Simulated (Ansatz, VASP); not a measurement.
## Nb: VASP beside Ansatz

The input INCAR:

```
ALGO     = Normal         # electronic algorithm
EDIFF    = 1E-6           # SCF threshold, eV
ENCUT    = 520            # plane-wave cutoff, eV
GGA      = CA             # functional
ISIF     = 2              # what is computed and relaxed
ISMEAR   = 1              # smearing method
LASPH    = True           # aspherical terms in the spheres
LCHARG   = False          # write CHGCAR
LREAL    = False          # projectors in reciprocal space
LWAVE    = False          # write WAVECAR
NBANDS   = 12             # bands
NELM     = 100            # most SCF steps
PREC     = Accurate       # precision mode
SIGMA    = 0.2            # smearing width, eV
```

Contents of KPOINTS:

```
k-points
0
Gamma
  14 14 14
```

The input POSCAR:

```
Nb
1.0
   -1.6231103068      1.6231103068      1.6231103068
    1.6231103068     -1.6231103068      1.6231103068
    1.6231103068      1.6231103068     -1.6231103068
Nb
1
Direct
    0.0000000000      0.0000000000      0.0000000000
```

Input for Ansatz:

```yaml
crystal:
  lattice:
    - [-1.6231103068, 1.6231103068, 1.6231103068]
    - [1.6231103068, -1.6231103068, 1.6231103068]
    - [1.6231103068, 1.6231103068, -1.6231103068]
  atoms:
    - { symbol: Nb, position: [0.0, 0.0, 0.0] }
hamiltonian:
  xc: lda
  pseudopotentials:
    kind: paw
    azcp:
      Nb: "pseudopotentials/Nb.paw.azcp"
basis:
  ecutwfc: 420
  fft_grid_basis: typed
kpoints:
  mp_grid: { grid: [14, 14, 14], shift: [0, 0, 0] }
magnetization:
  spin_polarized: false
scf:
  occupations: { method: cold, width: 0.2 }
  lower_state_search: "off"
output:
  stress: true
```

Alike in both runs: task single point; functional LDA; k mesh 14 × 14 × 14; no spin polarisation.

```csv
,VASP,Ansatz
version,VASP 6.6.1,Ansatz 0.2.0
potentials or method,"VASP PAW LDA potentials, release 64 (Nb_sv), cutoff 520 eV","plane waves (420 eV) with PAW, scalar-relativistic"
occupations,"methfessel-paxton of order 1, width 0.2 eV","cold, width 0.2 eV"
valence electrons in the cell,13,13
```

VASP gave:

- pressure (GPa): 0.0

Question: What did Ansatz give for the same quantities?

Answer: Pressure (GPa): 0.1.

Ansatz warns that its potentials were made for another functional, while VASP's fit it. LDA's correlation is that of Perdew and Zunger in VASP and of Perdew and Wang (1992) in Ansatz.
